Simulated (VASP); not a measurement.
# Ti3H2 (P-3m1) in VASP: further runs

Ti3H2 is run at these levels: r2SCAN; tasks: single point.

Program: VASP 6.6.1. These are calculated values, not measurements. Logs are shortened: lines on timing, memory, paths and dates and some standing lists are left out, and cuts for length are marked.

## Step 1: The cell of the first run

The structure is trigonal, space group P-3m1 (No. 164). Conventional cell: a = 2.929 Å, b = 2.929 Å, c = 7.229 Å, α = 90.00°, β = 90.00°, γ = 120.00°. Ti (site symmetry -3m) has 6 H at 2.07 Å within 2.7 Å. Ti (site symmetry 3m) has 3 H at 2.11 Å and 12 Ti at 2.88 to 2.98 Å within 3.0 Å. Within 2.7 Å of H (site symmetry 3m) lie 6 Ti at 2.07 to 2.11 Å.

## Step 2: Single point, r2SCAN

POSCAR

```
Ti3H2
1.0
    2.9286877214      0.0000000000      0.0000000000
   -1.4643438607      2.5363179665      0.0000000000
    0.0000000000      0.0000000000      7.2293143661
Ti H
3 2
Direct
    0.0000000000      0.0000000000      0.0000000000
    0.3333333333      0.6666666667      0.6609015439
    0.6666666667      0.3333333333      0.3390984561
    0.3333333333      0.6666666667      0.1649689514
    0.6666666667      0.3333333333      0.8350310486
```

INCAR.step1

```
SYSTEM = Ti3H2
  PREC = Accurate
  ENCUT = 520
  ISMEAR = 0
  SIGMA = 0.1
  LREAL = .FALSE.
  LASPH = .TRUE.
  NELM = 60
  NBANDS = 27
  GGA = PE
  ALGO = Normal
  EDIFF = 1E-4
  LWAVE = .TRUE.
  LCHARG = .FALSE.
```

INCAR.step2

```
SYSTEM = Ti3H2
  PREC = Accurate
  ENCUT = 520
  EDIFF = 1E-7
  ISMEAR = 0
  SIGMA = 0.1
  LREAL = .FALSE.
  LASPH = .TRUE.
  NELM = 60
  ALGO = Normal
  ISIF = 2
  LWAVE = .FALSE.
  LCHARG = .TRUE.
  METAGGA = R2SCAN
  LMIXTAU = .TRUE.
  LELF = .TRUE.
  LVHAR = .TRUE.
  NBANDS = 27
  ISTART = 1
```

KPOINTS

```
regular mesh
0
G
  6 6 4
  0 0 0
```

Potentials or basis: VASP PAW PBE potentials, release 64 (Ti_sv, H).

Command:

```console
cat potpaw_PBE.64/Ti_sv/POTCAR potpaw_PBE.64/H/POTCAR > POTCAR
cp INCAR.step1 INCAR
mpirun -np 1 vasp_std > vasp.out
cp INCAR.step2 INCAR
mpirun -np 1 vasp_std > vasp.out
```

OUTCAR:

```text
SYSTEM = Ti3H2
   PREC = Accurate
   ENCUT = 520
   EDIFF = 1E-7
   ISMEAR = 0
   LREAL = .FALSE.
   LASPH = .TRUE.
   NELM = 60
   ISIF = 2
   METAGGA = R2SCAN
   ISTART = 1

 ion  position               nearest neighbor table
   1  0.000  0.000  0.000-
   2  0.333  0.667  0.661-   3 2.88   3 2.88   3 2.88
   3  0.667  0.333  0.339-   2 2.88   2 2.88   2 2.88
   4  0.333  0.667  0.165-
   5  0.667  0.333  0.835-

  LATTYP: Found a hexagonal cell.
 ALAT       =     2.9286877214
 C/A-ratio  =     2.4684483475

  Lattice vectors:

 A1 = (   2.9286877214,   0.0000000000,   0.0000000000)
 A2 = (  -1.4643438607,   2.5363179665,   0.0000000000)
 A3 = (   0.0000000000,   0.0000000000,   7.2293143661)

Analysis of symmetry for initial positions (statically):
=====================================================================
 Subroutine PRICEL returns:
 Original cell was already a primitive cell.

 Routine SETGRP: Setting up the symmetry group for a
 hexagonal supercell.

 Subroutine GETGRP returns: Found 12 space group operations
 (whereof 12 operations were pure point group operations)
 out of a pool of 24 trial point group operations.

The static configuration has the point symmetry D_3d.

Analysis of symmetry for dynamics (positions and initial velocities):
=====================================================================
 Subroutine PRICEL returns:
 Original cell was already a primitive cell.

 Routine SETGRP: Setting up the symmetry group for a
 hexagonal supercell.

 Subroutine GETGRP returns: Found 12 space group operations
 (whereof 12 operations were pure point group operations)
 out of a pool of 24 trial point group operations.

The dynamic configuration has the point symmetry D_3d.

 Subroutine INISYM returns: Found 12 space group operations
 (whereof 12 operations are pure point group operations),
 and found     1 'primitive' translations

----------------------------------------------------------------------------------------

                                     Primitive cell

  volume of cell :      53.6999

  direct lattice vectors                    reciprocal lattice vectors
     2.928687721  0.000000000  0.000000000     0.341449856  0.197136166  0.000000000
    -1.464343861  2.536317966  0.000000000     0.000000000  0.394272332  0.000000000
     0.000000000  0.000000000  7.229314366     0.000000000  0.000000000  0.138325704

  length of vectors
     2.928687721  2.928687721  7.229314366     0.394272332  0.394272332  0.138325704

  position of ions in fractional coordinates (direct lattice)
     0.000000000  0.000000000  0.000000000
     0.333333333  0.666666667  0.660901544
     0.666666667  0.333333333  0.339098456
     0.333333333  0.666666667  0.164968951
     0.666666667  0.333333333  0.835031049

  ion indices of the primitive-cell ions
   primitive index   ion index
                 1           1
                 2           2
                 3           3
                 4           4
                 5           5

----------------------------------------------------------------------------------------

 KPOINTS: regular mesh

Automatic generation of k-mesh.
 Grid dimensions read from file:
 generate k-points for:    6    6    4

 Generating k-lattice:

  Cartesian coordinates                     Fractional coordinates (reciprocal lattice)
     0.056908309  0.032856028  0.000000000     0.166666667  0.000000000  0.000000000
     0.000000000  0.065712055  0.000000000     0.000000000  0.166666667  0.000000000
     0.000000000  0.000000000  0.034581426     0.000000000  0.000000000  0.250000000

  Length of vectors
     0.065712055  0.065712055  0.034581426

  Shift w.r.t. Gamma in fractional coordinates (k-lattice)
     0.000000000  0.000000000  0.000000000

 Subroutine IBZKPT returns following result:
 ===========================================

 Found     24 irreducible k-points:

 Following reciprocal coordinates:
            Coordinates               Weight
  0.000000  0.000000  0.000000      1.000000
  0.166667  0.000000  0.000000      6.000000
  0.333333 -0.000000  0.000000      6.000000
  0.500000  0.000000  0.000000      3.000000
  0.166667  0.166667  0.000000      6.000000
  0.333333  0.166667  0.000000     12.000000
[... 16 lines left out ...]
  0.333333  0.166667  0.500000     12.000000
  0.333333  0.333333  0.500000      2.000000
   k-points           NKPTS =     24   k-points in BZ     NKDIM =     24   number of bands    NBANDS=     27
   number of dos      NEDOS =    301   number of ions     NIONS =      5
   total plane-waves  NPLWV =  31104
   dimension x,y,z NGX =    24 NGY =   24 NGZ =   54
   dimension x,y,z NGXF=    48 NGYF=   48 NGZF=  108
   ions per type =               3   2
   NGX,Y,Z   is equivalent  to a cutoff of  13.62, 13.62, 12.42 a.u.
   NGXF,Y,Z  is equivalent  to a cutoff of  27.25, 27.25, 24.84 a.u.
 SYSTEM =  Ti3H2
   PREC   = accura    normal or accurate (medium, high low for compatibility)
   ISTART =      1    job   : 0-new  1-cont  2-samecut
   ICHARG =      0    charge: 1-file 2-atom 10-const
   ISPIN  =      1    spin polarized calculation?
   LNONCOLLINEAR =      F non collinear calculations
   LSORBIT =      F    spin-orbit coupling
   LASPH  =      T    aspherical Exc in radial PAW
   ENCUT  =  520.0 eV  38.22 Ry    6.18 a.u.   5.45  5.45 13.44*2*pi/ulx,y,z
   NELM   =     60;   NELMIN=  2; NELMDL=  0     # of ELM steps
   EDIFF  = 0.1E-06   stopping-criterion for ELM
   LREAL  =      F    real-space projection
   EDIFFG = 0.1E-05   stopping-criterion for IOM
   NSW    =      0    number of steps for IOM
   IBRION =     -1    ionic relax: 0-MD 1-quasi-New 2-CG
   NFREE  =      0    steps in history (QN), initial steepest desc. (CG)
   ISIF   =      2    stress and relaxation
   ISYM   =      2    0-nonsym 1-usesym 2-fastsym
   POTIM  = 0.5000    time-step for ionic-motion
   TEBEG  =    0.0;   TEEND  =   0.0 temperature during run
   PSTRESS=    0.0 pullay stress
   NELECT =      38.0000    total number of electrons
   NUPDOWN=      -1.0000    fix difference up-down
   EMIN   =  10.00;   EMAX   =-10.00  energy-range for DOS
   EFERMI =   0.00;   METHOD = LEGACY
   ISMEAR =     0;   SIGMA  =   0.10  broadening in eV -4-tet -1-fermi 0-gaus
   EFERMI_NEDOS =   21; number of points for ismear=-14 and -15
   IALGO  =     38    algorithm
   IMIX   =      4    mixing-type and parameters
     AMIX     =   0.40;   BMIX     =  1.00
     AMIX_MAG =   1.60;   BMIX_MAG =  1.00
  volume/ion in A,a.u.               =      10.74        72.48
  Fermi-wavevector in a.u.,A,eV,Ry     =   1.458853  2.756832 28.956610  2.128251
  Thomas-Fermi vector in A             =   2.575488
   LORBIT       =      0    0 simple, 1 ext, 2 COOP (PROOUT), +10 PAW based schemes
   METAGGA = R2SCAN    functional components
   LHFCALC =     F    Hartree Fock is set to
   AEXX    =    0.0000 exact exchange contribution
   IVDW    =     0    specifies the selected vdW correction
   LEPSILON=     F    determine dielectric tensor
   LRPA    =     F    only Hartree local field effects (RPA)
 non-spin polarized calculation
 Gauss-broadening in eV      SIGMA  =   0.10
  energy-cutoff  :      520.00
  volume of cell :       53.70
 maximum number of plane-waves:      1515
 NGX is ok and might be reduce to    24
   NGX = 11   NGY = 11   NGZ = 27

 number of electron      37.9999991 magnetization

 Free energy of the ion-electron system (eV)
  ---------------------------------------------------
  ext. energy  EPLUGINS =         0.00000000
  ---------------------------------------------------
  free energy    TOTEN  =       -47.20671725 eV

  energy without entropy =      -47.18443526  energy(sigma->0) =      -47.19557625

 E-fermi :   8.7207     XC(G=0): -12.7022

 val. band max:        8.7059920211   @ k =   0.1667   0.1667   0.2500
 cond. band min:       8.7249663213   @ k =   0.1667   0.0000   0.2500
 fundamental gap:      0.0189743001
 Fermi energy:         8.7206553103

 k-point     1 :       0.0000    0.0000    0.0000
  band No.  band energies     occupation
      1     -50.3800      2.00000
      2     -50.2934      2.00000
      3     -50.2765      2.00000
      4     -25.7560      2.00000
      5     -25.7143      2.00000
      6     -25.2990      2.00000
[... 19 lines left out ...]
     26      11.3206      0.00000
     27      11.6573      0.00000

 k-point     2 :       0.1667    0.0000    0.0000
  band No.  band energies     occupation
      1     -50.3534      2.00000
      2     -50.2778      2.00000
      3     -50.2585      2.00000
      4     -25.7324      2.00000
      5     -25.6972      2.00000
      6     -25.4181      2.00000
[... 19 lines left out ...]
     26      11.1052      0.00000
     27      11.3448      0.00000

 k-point     3 :       0.3333   -0.0000    0.0000
  band No.  band energies     occupation
      1     -50.2962      2.00000
      2     -50.2497      2.00000
      3     -50.2226      2.00000
      4     -25.7698      2.00000
      5     -25.7601      2.00000
      6     -25.6708      2.00000
[... 19 lines left out ...]
     26      11.5837      0.00000
     27      11.9286      0.00000

 k-point     4 :       0.5000    0.0000    0.0000
  band No.  band energies     occupation
      1     -50.2611      2.00000
      2     -50.2418      2.00000
      3     -50.2047      2.00000
      4     -25.8433      2.00000
      5     -25.8414      2.00000
      6     -25.8301      2.00000
[... 19 lines left out ...]
     26      12.3990      0.00000
     27      12.5195      0.00000
[... 516 lines left out ...]
      4     -25.7375      2.00000
      5     -25.6452      2.00000
      6     -25.6355      2.00000
[... 19 lines left out ...]
     26      11.2303      0.00000
     27      11.9377      0.00000

 k-point    23 :       0.3333    0.1667    0.5000
  band No.  band energies     occupation
      1     -50.2620      2.00000
      2     -50.2408      2.00000
      3     -50.2050      2.00000
      4     -25.8300      2.00000
      5     -25.7496      2.00000
      6     -25.7179      2.00000
[... 19 lines left out ...]
     26      12.0851      0.00000
     27      12.4709      0.00000

 k-point    24 :       0.3333    0.3333    0.5000
  band No.  band energies     occupation
      1     -50.2394      2.00000
      2     -50.2394      2.00000
      3     -50.1984      2.00000
      4     -25.7464      2.00000
      5     -25.7464      2.00000
      6     -25.7310      2.00000
[... 19 lines left out ...]
     26      12.1700      0.00000
     27      12.1700      0.00000

------------------------ aborting loop because EDIFF is reached ----------------------------------------

  FORCE on cell =-STRESS in cart. coord.  units (eV):
  Direction    XX          YY          ZZ          XY          YZ          ZX
  --------------------------------------------------------------------------------------
  -------------------------------------------------------------------------------------
  Total        0.1930841      0.1930841      0.1919971      0.0000000      0.0000000     -0.0000000
  in kB        5.7608060      5.7608060      5.7283745      0.0000000      0.0000000     -0.0000000
  external PRESSURE =       5.7499955 kB  Pullay stress =       0.0000000 kB

 VOLUME and BASIS-vectors are now :
 -----------------------------------------------------------------------------
  energy-cutoff  :      520.00
  volume of cell :       53.70
      direct lattice vectors                 reciprocal lattice vectors
     2.928687721  0.000000000  0.000000000     0.341449856  0.197136166  0.000000000
    -1.464343861  2.536317966  0.000000000     0.000000000  0.394272332  0.000000000
     0.000000000  0.000000000  7.229314366     0.000000000  0.000000000  0.138325704

 POSITION                                       TOTAL-FORCE (eV/Angst)
 -----------------------------------------------------------------------------------
      0.00000      0.00000      0.00000         0.000000      0.000000      0.000000
     -0.00000      1.69088      4.77787        -0.000000      0.000000     -0.016541
      1.46434      0.84544      2.45145         0.000000     -0.000000      0.016541
     -0.00000      1.69088      1.19261         0.000000      0.000000      0.002185
      1.46434      0.84544      6.03670         0.000000      0.000000     -0.002185
 -----------------------------------------------------------------------------------
    total drift:                               -0.000000      0.000000      0.000000

  FREE ENERGIE OF THE ION-ELECTRON SYSTEM (eV)
  ---------------------------------------------------
  free  energy   TOTEN  =       -47.2067172478 eV

  energy  without entropy=      -47.1844352609  energy(sigma->0) =      -47.19557625
```

Wall time 2.5 min (1 thread of AMD EPYC 9R45 (Zen 5), shared host); peak memory 0.16 GiB.

What came out:

| Item | Value |
| --- | --- |
| Free energy | -47.2067 eV |
| Pressure | 0.6 GPa |
| Largest force | 0.017 eV/Å |
| Band gap on the k mesh | zero (bands 19 and 20 overlap by 1.09 eV) |

Forces in eV/Å, atoms in the order of the input:
```
Ti   0.000  0.000  0.000
Ti   0.000  0.000 -0.017
Ti   0.000  0.000  0.017
H    0.000  0.000  0.002
H    0.000  0.000 -0.002
```

Caveat: the k points lie up to 0.41 Å⁻¹ apart, too coarse for converged energies and pressures of a metal; the PAW data sets were made with another functional, which shifts forces and pressure a little.

(Continued in part 2 of 2.)

The gap in the log of VASP goes by the Fermi energy; the results here count the filled bands.